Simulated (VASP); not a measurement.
# Pb (Fm-3m) in VASP: further runs, part 2 of 2

VASP 6.6.1. Earlier steps stand in the parts before.

### 3 Single point, B3LYP

This run uses another cell than the first one, of 29.11 Å³/atom.

Contents of POSCAR:

```
Pb
1.0
    0.0000000000      2.4415696833      2.4415696833
    2.4415696833      0.0000000000      2.4415696833
    2.4415696833      2.4415696833      0.0000000000
Pb
1
Direct
    0.0000000000      0.0000000000      0.0000000000
```

Contents of INCAR.step1:

```
PREC     = Accurate       # precision mode
ENCUT    = 520            # plane-wave cutoff, eV
EDIFF    = 1E-5           # SCF threshold, eV
ISMEAR   = -1             # smearing method
SIGMA    = 0.05           # smearing width, eV
LREAL    = False          # projectors in reciprocal space
LASPH    = True           # aspherical terms in the spheres
NELM     = 80             # most SCF steps
ALGO     = Normal         # electronic algorithm
ISIF     = 2              # what is computed and relaxed
LWAVE    = True           # write WAVECAR
LCHARG   = False          # write CHGCAR
GGA      = PE             # functional
NBANDS   = 13             # bands
```

Contents of INCAR.step2:

```
PREC     = Accurate       # precision mode
ENCUT    = 520            # plane-wave cutoff, eV
EDIFF    = 1E-7           # SCF threshold, eV
ISMEAR   = -1             # smearing method
SIGMA    = 0.05           # smearing width, eV
LREAL    = False          # projectors in reciprocal space
LASPH    = True           # aspherical terms in the spheres
NELM     = 80             # most SCF steps
ALGO     = Normal         # electronic algorithm
ISIF     = 2              # what is computed and relaxed
LWAVE    = False          # write WAVECAR
LCHARG   = False          # write CHGCAR
GGA      = B3             # functional
LHFCALC  = True           # exact exchange
AEXX     = 0.2            # exact-exchange fraction
AGGAX    = 0.72         
AGGAC    = 0.81         
ALDAC    = 0.19         
PRECFOCK = Normal       
ISTART   = 1            
NBANDS   = 13             # bands
```

Contents of KPOINTS:

```
Automatic mesh
0
Gamma
  5 5 5
```

Potentials or basis: VASP PAW PBE potentials, release 64 (Pb_d).

Command:

```
$ cat potpaw_PBE.64/Pb_d/POTCAR > POTCAR
$ cp INCAR.step1 INCAR
$ mpirun -np 1 vasp_std > vasp.out
$ cp INCAR.step2 INCAR
$ mpirun -np 1 vasp_std > vasp.out
```

OUTCAR:

```text
PREC = Accurate
   ENCUT = 520
   EDIFF = 1E-7
   ISMEAR = -1
   LREAL = False
   LASPH = True
   NELM = 80
   ISIF = 2
   GGA = B3
   LHFCALC = True
   AEXX = 0.2
   PRECFOCK = Normal
   ISTART = 1

 ion  position               nearest neighbor table
   1  0.000  0.000  0.000-

  LATTYP: Found a face centered cubic cell.
 ALAT       =     4.8831393666

[... 331 lines left out ...]
      8       7.5415      1.25006
      9      10.0567      0.00000
     10      19.0568      0.00000
     11      20.0951      0.00000
     12      21.6823      0.00000
     13      25.5985      0.00000

------------------------ aborting loop because EDIFF is reached ----------------------------------------

  FORCE on cell =-STRESS in cart. coord.  units (eV):
  Direction    XX          YY          ZZ          XY          YZ          ZX
  --------------------------------------------------------------------------------------
  -------------------------------------------------------------------------------------
  Total        1.1437392      1.1437392      1.1437392      0.0000000      0.0000000      0.0000000
  in kB       62.9506528     62.9506528     62.9506528      0.0000000      0.0000000      0.0000000
  external PRESSURE =      62.9506528 kB  Pullay stress =       0.0000000 kB

 VOLUME and BASIS-vectors are now :
 -----------------------------------------------------------------------------
  energy-cutoff  :      520.00
  volume of cell :       29.11
      direct lattice vectors                 reciprocal lattice vectors
     0.000000000  2.441569683  2.441569683    -0.204786291  0.204786291  0.204786291
     2.441569683  0.000000000  2.441569683     0.204786291 -0.204786291  0.204786291
     2.441569683  2.441569683  0.000000000     0.204786291  0.204786291 -0.204786291

 POSITION                                       TOTAL-FORCE (eV/Angst)
 -----------------------------------------------------------------------------------
      0.00000      0.00000      0.00000        -0.000000      0.000000      0.000000
 -----------------------------------------------------------------------------------
    total drift:                                0.000000     -0.000000      0.000000

  FREE ENERGIE OF THE ION-ELECTRON SYSTEM (eV)
  ---------------------------------------------------
  free  energy   TOTEN  =        -3.6154979543 eV

  energy  without entropy=       -3.6027902688  energy(sigma->0) =       -3.60914411
```

OUTCAR.step1:

```text
PREC = Accurate
   ENCUT = 520
   EDIFF = 1E-5
   ISMEAR = -1
   LREAL = False
[... 359 lines left out ...]

 POSITION                                       TOTAL-FORCE (eV/Angst)
 -----------------------------------------------------------------------------------
      0.00000      0.00000      0.00000         0.000000      0.000000      0.000000
 -----------------------------------------------------------------------------------
    total drift:                               -0.000000     -0.000000     -0.000000

  FREE ENERGIE OF THE ION-ELECTRON SYSTEM (eV)
  ---------------------------------------------------
  free  energy   TOTEN  =        -3.5005944915 eV

  energy  without entropy=       -3.4877867750  energy(sigma->0) =       -3.49419063
```

Wall time 9 min (1 thread of AMD EPYC 7R13 (Zen 3), shared host); peak memory 0.14 GiB.

What came out:

* Free energy: -3.6155 eV
* Pressure: 6.3 GPa
* Band gap on the k mesh: zero (bands 7 and 8 overlap by 9.43 eV)

Levels at points of the mesh, in eV from the Fermi level:
| k point | band 5 | band 6 | band 7 | band 8 | band 9 | band 10 |
| --- | --- | --- | --- | --- | --- | --- |
| (0.00, 0.00, 0.00) | -18.43 | -13.09 | 8.95 | 8.95 | 8.95 | 11.37 |

Caveat: the k points lie up to 0.45 Å⁻¹ apart, too coarse for converged energies and pressures of a metal; the PAW data sets were made with another functional, which shifts forces and pressure a little; spin-orbit coupling is left out, which moves the levels of the heavy elements.

### 4 Single point, B3LYP

This run uses another cell than the first one, of 29.72 Å³/atom.

Contents of POSCAR:

```
Pb
1.0
    0.0000000000      2.4584086270      2.4584086270
    2.4584086270      0.0000000000      2.4584086270
    2.4584086270      2.4584086270      0.0000000000
Pb
1
Direct
    0.0000000000      0.0000000000      0.0000000000
```

Contents of INCAR.step1:

```
SYSTEM = Pb
ALGO = Normal
EDIFF = 1E-5
ENCUT = 520
GGA = PE
ISIF = 2
ISMEAR = -1
LASPH = .TRUE.
LCHARG = .FALSE.
LREAL = .FALSE.
LWAVE = .TRUE.
NBANDS = 13
NELM = 60
PREC = Accurate
SIGMA = 0.05
```

Contents of INCAR.step2:

```
SYSTEM = Pb
AEXX = 0.2
AGGAC = 0.81
AGGAX = 0.72
ALDAC = 0.19
ALGO = Normal
EDIFF = 1E-7
ENCUT = 520
GGA = B3
ISIF = 2
ISMEAR = -1
ISTART = 1
LASPH = .TRUE.
LCHARG = .FALSE.
LHFCALC = .TRUE.
LREAL = .FALSE.
LWAVE = .FALSE.
NBANDS = 13
NELM = 60
PREC = Accurate
PRECFOCK = Normal
SIGMA = 0.05
```

Contents of KPOINTS:

```
k-points
0
G
  5 5 5
  0 0 0
```

Command:

```
$ cat potpaw_PBE.64/Pb_d/POTCAR > POTCAR
$ cp INCAR.step1 INCAR
$ mpirun -np 1 vasp_std > vasp.out
$ cp INCAR.step2 INCAR
$ mpirun -np 1 vasp_std > vasp.out
```

Run time: 8.3 min. Hardware: 1 thread of AMD EPYC 7R13 (Zen 3), shared host; peak memory 0.14 GiB.

It converged, with:

```yaml
Free_energy: -3.6371 eV
Pressure: 5.0 GPa
Band_gap_on_the_k_mesh: zero (bands 7 and 8 overlap by 9.23 eV)
```

Levels at points of the mesh, in eV from the Fermi level:
```csv
k point,band 4,band 5,band 6,band 7,band 8,band 9,band 10,band 11
"(0.00, 0.00, 0.00)",-18.44,-18.44,-12.96,8.75,8.75,8.75,11.33,13.37
```

Caveat: the k points lie up to 0.44 Å⁻¹ apart, too coarse for converged energies and pressures of a metal; the PAW data sets were made with another functional, which shifts forces and pressure a little; spin-orbit coupling is left out, which moves the levels of the heavy elements.

### 5 The runs side by side

```csv
cell,gap on the mesh (eV),pressure (GPa)
"a = 3.429 Å, angles 60.0°, 1 atom",none,7.8
"a = 3.453 Å, angles 60.0°, 1 atom",none,6.3
"a = 3.477 Å, angles 60.0°, 1 atom",none,5.0
```

Alike in all rows: task single point; level B3LYP; potentials or basis VASP PAW PBE potentials, release 64 (Pb_d); no spin polarisation; k mesh 5 × 5 × 5; cutoff (eV) 520; smearing fermi-dirac 0.05 eV.

Caveats: all runs use coarse meshes; the PAW data sets were made with another functional, which shifts forces and pressure a little; spin-orbit coupling is left out, which moves the levels of the heavy elements.

Total energies depend on the potentials used, so only differences within one code and one set of settings carry meaning.
